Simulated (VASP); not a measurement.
Here is a VASP 6.6.1 calculation.

The input INCAR:

```
PREC = Accurate
ENCUT = 520
EDIFF = 1E-6
ISMEAR = -1
SIGMA = 0.05
LREAL = Auto
LASPH = True
NELM = 60
ALGO = Normal
ISIF = 2
LWAVE = False
LCHARG = True
GGA = PE
IVDW = 12
LELF = True
LVHAR = True
NBANDS = 53
```

KPOINTS

```
Automatic mesh
0
Gamma
  2 2 2
```

Contents of POSCAR:

```
Si16Ge
1.0
    0.0000000000      5.4300000000      5.4300000000
    5.4300000000      0.0000000000      5.4300000000
    5.4300000000      5.4300000000      0.0000000000
Si Ge
16 1
Direct
    0.0373848987     -0.0231123389     -0.0788766114
    0.1178821363      0.1504235727      0.0355616943
    0.0962154696      0.0040055249      0.3858287293
    0.2329558011      0.0746685083      0.5455340700
    0.0340883978      0.5300552486     -0.1566114180
    0.1422375691      0.6112062615      0.0141896869
    0.1108747698      0.4507274401      0.3653499079
    0.2231583794      0.6064732965      0.4702117864
    0.4926058932      0.0290515654     -0.0635635359
    0.6281860037      0.0957550645      0.0891252302
    0.5813812155     -0.0944935543      0.5181215470
    0.6913075506      0.1015469613      0.5915285451
    0.4990515654      0.5224769797     -0.0487016575
    0.6370718232      0.6593738490      0.0551565378
    0.5573480663      0.4920073665      0.4382320442
    0.7316850829      0.4783149171      0.6173941068
    0.7128545120      0.2552854512      0.1981215470
```

Potentials or basis: VASP PAW PBE potentials, release 64 (Si, Ge_d).

Launch:

```sh
$ cat potpaw_PBE.64/Si/POTCAR potpaw_PBE.64/Ge_d/POTCAR > POTCAR
$ mpirun -np 1 vasp_std > vasp.out
```

(1) Estimate the dispersion energy per atom.

(2) Estimate the largest force.

Results:

(1) -0.334 eV.

(2) 2.626 eV/Å.

Caveat: the k points lie up to 0.50 Å⁻¹ apart.
